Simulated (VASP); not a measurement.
# Pt (P4/nmm) in VASP: single point with PBE

Aim: the single point of Pt with PBE.

All numbers are computed with VASP 6.6.1; they aren't measurements. Logs are shortened: lines on timing, memory, paths and dates and some standing lists are left out, and cuts for length are marked.

### 1 The cell of the first run

Symmetry: P4/nmm, No. 129, tetragonal system. The conventional cell has a = 3.163 Å, b = 3.163 Å, c = 11.688 Å, α = 90.00°, β = 90.00°, γ = 90.00°. Within 3.6 Å of Pt (site symmetry 4mm) lie 9 Pt at 2.74 to 3.16 Å. Pt (site symmetry 4mm) has 14 Pt at 2.74 to 3.16 Å within 3.6 Å. Pt (site symmetry 4mm) has 13 Pt at 2.74 to 3.16 Å within 3.6 Å.

### 2 Single point, PBE

Input file INCAR:

```
SYSTEM = Pt
PREC = Accurate ; ENCUT = 520
EDIFF = 1E-6 ; ISMEAR = 0
SIGMA = 0.15 ; LREAL = .False.
LASPH = .True. ; NELM = 80
ALGO = Fast ; ISIF = 2
LWAVE = .False. ; LCHARG = .True.
GGA = PE ; LELF = .True.
LVHAR = .True. ; NBANDS = 39
```

Input file KPOINTS:

```
regular mesh
0
Gamma
  14 14 5
  0 0 0
```

Input file POSCAR:

```
Pt
1.0
   -3.1627959429      0.0000000000      0.0000000000
    0.0000000000     -3.1627959429      0.0000000000
    0.0000000000      0.0000000000     11.6883878288
Pt
6
Direct
    0.5000000000      0.5000000000      0.0676347207
    0.0000000000      0.0000000000      0.7441172239
    0.5000000000      0.5000000000      0.3382277220
    0.0000000000      0.0000000000      0.2029312213
    0.5000000000      0.5000000000      0.6088207233
    0.0000000000      0.0000000000      0.4735242226
```

Potentials or basis: VASP PAW PBE potentials, release 64 (Pt).

Launch:

```bash
cat potpaw_PBE.64/Pt/POTCAR > POTCAR
mpirun -np 1 vasp_std > vasp.out
```

OUTCAR:

```text
SYSTEM = Pt
   PREC = Accurate
   ENCUT = 520
   EDIFF = 1E-6
   ISMEAR = 0
   LREAL = .False.
   LASPH = .True.
   NELM = 80
   ISIF = 2
   GGA = PE

 ion  position               nearest neighbor table
   1  0.500  0.500  0.068-   4 2.74   4 2.74   4 2.74   4 2.74   3 3.16
   2  0.000  0.000  0.744-   5 2.74   5 2.74   5 2.74   5 2.74   6 3.16
   3  0.500  0.500  0.338-   6 2.74   6 2.74   6 2.74   6 2.74   4 2.74   4 2.74   4 2.74   4 2.74
                             5 3.16   1 3.16
   4  0.000  0.000  0.203-   1 2.74   1 2.74   1 2.74   1 2.74   3 2.74   3 2.74   3 2.74   3 2.74
                             6 3.16
   5  0.500  0.500  0.609-   2 2.74   2 2.74   2 2.74   2 2.74   6 2.74   6 2.74   6 2.74   6 2.74
                             3 3.16
   6  0.000  0.000  0.474-   3 2.74   3 2.74   3 2.74   3 2.74   5 2.74   5 2.74   5 2.74   5 2.74
                             4 3.16   2 3.16

  LATTYP: Found a simple tetragonal cell.
 ALAT       =     3.1627959429
 C/A-ratio  =     3.6955870818

  Lattice vectors:

 A1 = (  -3.1627959429,   0.0000000000,   0.0000000000)
 A2 = (   0.0000000000,  -3.1627959429,   0.0000000000)
 A3 = (   0.0000000000,   0.0000000000,  11.6883878288)

Analysis of symmetry for initial positions (statically):
=====================================================================
 Subroutine PRICEL returns:
 Original cell was already a primitive cell.

 Routine SETGRP: Setting up the symmetry group for a
 simple tetragonal supercell.

 Subroutine GETGRP returns: Found 16 space group operations
 (whereof  8 operations were pure point group operations)
 out of a pool of 16 trial point group operations.

The static configuration has the point symmetry C_4v.
 The point group associated with its full space group is D_4h.

Analysis of symmetry for dynamics (positions and initial velocities):
=====================================================================
 Subroutine PRICEL returns:
 Original cell was already a primitive cell.

 Routine SETGRP: Setting up the symmetry group for a
 simple tetragonal supercell.

 Subroutine GETGRP returns: Found 16 space group operations
 (whereof  8 operations were pure point group operations)
 out of a pool of 16 trial point group operations.

The dynamic configuration has the point symmetry C_4v.
 The point group associated with its full space group is D_4h.

 Subroutine INISYM returns: Found 16 space group operations
 (whereof  8 operations are pure point group operations),
 and found     1 'primitive' translations

----------------------------------------------------------------------------------------

                                     Primitive cell

  volume of cell :     116.9222

  direct lattice vectors                    reciprocal lattice vectors
    -3.162795943  0.000000000  0.000000000    -0.316175946  0.000000000  0.000000000
     0.000000000 -3.162795943  0.000000000     0.000000000 -0.316175946  0.000000000
     0.000000000  0.000000000 11.688387829     0.000000000  0.000000000  0.085554998

  length of vectors
     3.162795943  3.162795943 11.688387829     0.316175946  0.316175946  0.085554998

  position of ions in fractional coordinates (direct lattice)
     0.500000000  0.500000000  0.067634721
     0.000000000  0.000000000  0.744117224
     0.500000000  0.500000000  0.338227722
     0.000000000  0.000000000  0.202931221
     0.500000000  0.500000000  0.608820723
     0.000000000  0.000000000  0.473524223

  ion indices of the primitive-cell ions
   primitive index   ion index
                 1           1
                 2           2
                 3           3
                 4           4
                 5           5
                 6           6

----------------------------------------------------------------------------------------

 KPOINTS: regular mesh

Automatic generation of k-mesh.
 Grid dimensions read from file:
 generate k-points for:   14   14    5

 Generating k-lattice:

  Cartesian coordinates                     Fractional coordinates (reciprocal lattice)
    -0.022583996  0.000000000  0.000000000     0.071428571  0.000000000  0.000000000
     0.000000000 -0.022583996  0.000000000     0.000000000  0.071428571  0.000000000
     0.000000000  0.000000000  0.017111000     0.000000000  0.000000000  0.200000000

  Length of vectors
     0.022583996  0.022583996  0.017111000

  Shift w.r.t. Gamma in fractional coordinates (k-lattice)
     0.000000000  0.000000000  0.000000000

 Subroutine IBZKPT returns following result:
 ===========================================

 Found    108 irreducible k-points:

 Following reciprocal coordinates:
            Coordinates               Weight
  0.000000  0.000000  0.000000      1.000000
  0.071429  0.000000  0.000000      4.000000
  0.142857  0.000000  0.000000      4.000000
  0.214286  0.000000  0.000000      4.000000
  0.285714  0.000000  0.000000      4.000000
  0.357143  0.000000  0.000000      4.000000
[... 16 lines left out ...]
  0.285714  0.214286  0.000000      8.000000
  0.357143  0.214286  0.000000      8.000000
 [... further k-points ...]
   k-points           NKPTS =    108   k-points in BZ     NKDIM =    108   number of bands    NBANDS=     39
   number of dos      NEDOS =    301   number of ions     NIONS =      6
   total plane-waves  NPLWV =  51840
   dimension x,y,z NGX =    24 NGY =   24 NGZ =   90
   dimension x,y,z NGXF=    48 NGYF=   48 NGZF=  180
   ions per type =               6
   NGX,Y,Z   is equivalent  to a cutoff of  12.62, 12.62, 12.80 a.u.
   NGXF,Y,Z  is equivalent  to a cutoff of  25.23, 25.23, 25.60 a.u.
 SYSTEM =  Pt
   PREC   = accura    normal or accurate (medium, high low for compatibility)
   ISTART =      0    job   : 0-new  1-cont  2-samecut
   ICHARG =      2    charge: 1-file 2-atom 10-const
   ISPIN  =      1    spin polarized calculation?
   LNONCOLLINEAR =      F non collinear calculations
   LSORBIT =      F    spin-orbit coupling
   LASPH  =      T    aspherical Exc in radial PAW
   ENCUT  =  520.0 eV  38.22 Ry    6.18 a.u.   5.88  5.88 21.73*2*pi/ulx,y,z
   NELM   =     80;   NELMIN=  2; NELMDL= -5     # of ELM steps
   EDIFF  = 0.1E-05   stopping-criterion for ELM
   LREAL  =      F    real-space projection
   EDIFFG = 0.1E-04   stopping-criterion for IOM
   NSW    =      0    number of steps for IOM
   IBRION =     -1    ionic relax: 0-MD 1-quasi-New 2-CG
   NFREE  =      0    steps in history (QN), initial steepest desc. (CG)
   ISIF   =      2    stress and relaxation
   ISYM   =      2    0-nonsym 1-usesym 2-fastsym
   POTIM  = 0.5000    time-step for ionic-motion
   TEBEG  =    0.0;   TEEND  =   0.0 temperature during run
   PSTRESS=    0.0 pullay stress
   NELECT =      60.0000    total number of electrons
   NUPDOWN=      -1.0000    fix difference up-down
   EMIN   =  10.00;   EMAX   =-10.00  energy-range for DOS
   EFERMI =   0.00;   METHOD = LEGACY
   ISMEAR =     0;   SIGMA  =   0.15  broadening in eV -4-tet -1-fermi 0-gaus
   EFERMI_NEDOS =   21; number of points for ismear=-14 and -15
   IALGO  =     68    algorithm
   IMIX   =      4    mixing-type and parameters
     AMIX     =   0.40;   BMIX     =  1.00
     AMIX_MAG =   1.60;   BMIX_MAG =  1.00
  volume/ion in A,a.u.               =      19.49       131.50
  Fermi-wavevector in a.u.,A,eV,Ry     =   1.310669  2.476805 23.372801  1.717852
  Thomas-Fermi vector in A             =   2.441183
   LORBIT       =      0    0 simple, 1 ext, 2 COOP (PROOUT), +10 PAW based schemes
   GGA     = PE    functional components
   LHFCALC =     F    Hartree Fock is set to
   AEXX    =    0.0000 exact exchange contribution
   IVDW    =     0    specifies the selected vdW correction
   LEPSILON=     F    determine dielectric tensor
   LRPA    =     F    only Hartree local field effects (RPA)
 non-spin polarized calculation
 RMM-DIIS sequential band-by-band and
 Gauss-broadening in eV      SIGMA  =   0.15
  energy-cutoff  :      520.00
  volume of cell :      116.92
 maximum number of plane-waves:      3200
 NGX is ok and might be reduce to    24
   NGX = 11   NGY = 11   NGZ = 43

 number of electron      60.0000015 magnetization

 Free energy of the ion-electron system (eV)
  ---------------------------------------------------
  ext. energy  EPLUGINS =         0.00000000
  ---------------------------------------------------
  free energy    TOTEN  =       -33.76220118 eV

  energy without entropy =      -33.67189929  energy(sigma->0) =      -33.71705024

 E-fermi :   7.1954     XC(G=0): -11.6720

 val. band max:        7.1936550271   @ k =   0.3571   0.1429   0.0000
 cond. band min:       7.1953976376   @ k =   0.3571   0.0714   0.2000
 fundamental gap:      0.0017426104
 Fermi energy:         7.1953599211

 k-point     1 :       0.0000    0.0000    0.0000
  band No.  band energies     occupation
      1      -1.8111      2.00000
      2      -0.4090      2.00000
      3       1.1705      2.00000
      4       1.3541      2.00000
      5       1.4374      2.00000
      6       2.0716      2.00000
[... 31 lines left out ...]
     38      15.7237      0.00000
     39      15.7237      0.00000

 k-point     2 :       0.0714    0.0000    0.0000
  band No.  band energies     occupation
      1      -1.7117      2.00000
      2      -0.3308      2.00000
      3       1.2059      2.00000
      4       1.4089      2.00000
      5       1.4948      2.00000
      6       2.1087      2.00000
[... 31 lines left out ...]
     38      15.1342      0.00000
     39      15.9698      0.00000

 k-point     3 :       0.1429    0.0000    0.0000
  band No.  band energies     occupation
      1      -1.4197      2.00000
      2      -0.1119      2.00000
      3       1.2699      2.00000
      4       1.5349      2.00000
      5       1.6851      2.00000
      6       2.1987      2.00000
[... 31 lines left out ...]
     38      14.0677      0.00000
     39      15.7887      0.00000

 k-point     4 :       0.2143    0.0000    0.0000
  band No.  band energies     occupation
      1      -0.9553      2.00000
      2       0.1978      2.00000
      3       1.2781      2.00000
      4       1.6790      2.00000
      5       1.9825      2.00000
      6       2.2928      2.00000
[... 31 lines left out ...]
     38      14.0594      0.00000
     39      14.8658      0.00000
[... 754 lines left out ...]
     38      14.4670      0.00000
     39      15.0689      0.00000

 k-point    23 :       0.2857    0.2143    0.0000
  band No.  band energies     occupation
      1       0.2838      2.00000
      2       1.2908      2.00000
      3       1.8310      2.00000
      4       2.2328      2.00000
      5       2.2928      2.00000
      6       2.7070      2.00000
[... 31 lines left out ...]
     38      14.2268      0.00000
     39      14.3683      0.00000

 k-point    24 :       0.3571    0.2143    0.0000
  band No.  band energies     occupation
      1       0.7760      2.00000
      2       1.5082      2.00000
      3       1.7628      2.00000
      4       2.0887      2.00000
      5       2.2429      2.00000
      6       2.5193      2.00000
[... 31 lines left out ...]
     38      12.8689      0.00000
     39      15.2569      0.00000

 [... further k-points ...]

------------------------ aborting loop because EDIFF is reached ----------------------------------------

  FORCE on cell =-STRESS in cart. coord.  units (eV):
  Direction    XX          YY          ZZ          XY          YZ          ZX
  --------------------------------------------------------------------------------------
  -------------------------------------------------------------------------------------
  Total       -6.2437154     -6.2437154     -3.5166623      0.0000000      0.0000000      0.0000000
  in kB      -85.5572311    -85.5572311    -48.1885981      0.0000000      0.0000000      0.0000000
  external PRESSURE =     -73.1010201 kB  Pullay stress =       0.0000000 kB

 VOLUME and BASIS-vectors are now :
 -----------------------------------------------------------------------------
  energy-cutoff  :      520.00
  volume of cell :      116.92
      direct lattice vectors                 reciprocal lattice vectors
    -3.162795943  0.000000000  0.000000000    -0.316175946  0.000000000  0.000000000
     0.000000000 -3.162795943  0.000000000     0.000000000 -0.316175946  0.000000000
     0.000000000  0.000000000 11.688387829     0.000000000  0.000000000  0.085554998

 POSITION                                       TOTAL-FORCE (eV/Angst)
 -----------------------------------------------------------------------------------
     -1.58140     -1.58140      0.79054         0.000000      0.000000      0.153142
      0.00000      0.00000      8.69753        -0.000000     -0.000000     -0.153142
     -1.58140     -1.58140      3.95334        -0.000000     -0.000000     -0.231424
      0.00000      0.00000      2.37194        -0.000000      0.000000     -0.352557
     -1.58140     -1.58140      7.11613        -0.000000     -0.000000      0.352557
      0.00000      0.00000      5.53473        -0.000000      0.000000      0.231424
 -----------------------------------------------------------------------------------
    total drift:                               -0.000000      0.000000      0.000001

  FREE ENERGIE OF THE ION-ELECTRON SYSTEM (eV)
  ---------------------------------------------------
  free  energy   TOTEN  =       -33.7622011797 eV

  energy  without entropy=      -33.6718992943  energy(sigma->0) =      -33.71705024
```

It took 8.2 min on 1 thread of Intel Xeon Platinum 8375C at 2.90GHz (Ice Lake), shared host; peak memory 0.46 GiB.

What came out:

```
Free energy            : -33.7622 eV
Pressure               : -7.3 GPa
Largest force          : 0.353 eV/Å
Band gap on the k mesh : zero (bands 30 and 31 overlap by 0.61 eV)
```

Forces in eV/Å, atoms in the order of the input:
```
Pt   0.000  0.000  0.153
Pt   0.000  0.000 -0.153
Pt   0.000  0.000 -0.231
Pt   0.000  0.000 -0.353
Pt   0.000  0.000  0.353
Pt   0.000  0.000  0.231
```

Stress tensor (GPa, compression positive):
```
-8.56  0.00  0.00
 0.00 -8.56  0.00
 0.00  0.00 -4.82
```

Caveat: the cell stands under tension; spin-orbit coupling is left out, which moves the levels of the heavy elements.
